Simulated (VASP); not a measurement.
Crystal: Ga2SeS3.

```
CELL_PARAMETERS angstrom
3.84911 0.00000 0.00000
0.00000 3.84911 0.00000
0.00000 0.00000 8.17161
ATOMIC_POSITIONS crystal
Ga 0.50000 0.50000 0.72860
Ga 0.00000 0.00000 0.27024
Se 0.00000 0.00000 0.62515
S 0.50000 0.00000 0.99856
S 0.00000 0.50000 0.99856
S 0.50000 0.50000 0.37889
```

The cell was built from a structure type or drawn by symmetry, and may not be a known phase.

- Program: VASP 6.6.1
- Task: relaxation of cell and atoms
- Functional: PBE
- Potentials or basis: VASP PAW PBE potentials, release 64 (Ga_d, Se, S)
- Cutoff: 500 eV
- k mesh: 3 × 3 × 2
- Occupations: gaussian, width 0.15 eV
- Spin: no spin polarisation

At the start: pressure -6.2 GPa; volume 20.18 Å³/atom.

Problem. Where does the relaxation end?

Solution. Over 28 steps the energy falls by 233.3 meV/atom and the volume is 22.08 Å³/atom (+9.4 %); space group P4mm (No. 99, to 0.1 Å) before and after.

Step by step:
```
step  energy change (eV)  largest force (eV/Å)  pressure (GPa)  volume (Å³)
   1              0.0000                0.6427           -6.24       121.07
   2             -0.3697                0.7677            0.04       107.79
   3             -0.3744                0.7898            1.02       106.32
   4             -0.4830                0.8092            1.25       106.13
   5             -0.7852                0.7531            3.24       105.41
   6             -0.5176                0.5805           12.33       103.34
   7             -0.8677                0.4587            5.69       104.78
   8             -0.9253                0.4483            4.90       106.38
   9             -1.0413                0.4972            2.79       111.24
  10             -1.1135                0.3873           -0.26       121.26
  11             -1.1184                0.3530           -0.73       123.22
  12             -1.1236                0.3816           -1.63       127.19
  13             -1.1552                0.3603           -0.98       127.70
  14             -1.1737                0.4196           -0.24       128.23
  15             -1.1759                0.4543            0.12       128.47
  16             -1.2000                0.4769           -0.10       128.97
  17             -1.2603                0.5436           -0.70       130.45
  18             -1.2681                0.9310           -1.16       133.45
  19             -1.2897                0.5646           -1.05       131.75
  20             -1.3160                0.4947           -0.60       131.09
  21             -1.3458                0.6511            0.84       129.34
  22             -1.3463                0.6246            0.61       129.61
  23             -1.3686                0.4798            0.42       130.19
  24             -1.3883                0.2471            0.09       131.42
  25             -1.3932                0.2071            0.08       131.54
  26             -1.3959                0.1473            0.07       131.74
  27             -1.3982                0.1099           -0.14       132.00
  28             -1.3997                0.0707           -0.49       132.47
```

Final structure:
```xyz
6
Lattice="3.5987 0.0000 0.0000 0.0000 3.5987 0.0000 0.0000 0.0000 10.2288" Properties=species:S:1:pos:R:3 pbc="T T T"
Ga    1.7993    1.7993    6.1997
Ga    0.0000    0.0000    3.8559
Se    0.0000    0.0000    6.6203
S     1.7993    0.0000    0.0493
S     0.0000    1.7993    0.0493
S     1.7993    1.7993    3.6829
```

Caveat: the k points lie up to 0.58 Å⁻¹ apart in the final cell; a cell axis changed by over 15 % at a fixed basis, so the end point is rough; this functional lacks dispersion, which binds the layers, so the pressure and a relaxed spacing across them are unreliable; the relaxation stopped at a loose force limit of 0.08 eV/Å, so its end isn't a converged minimum.
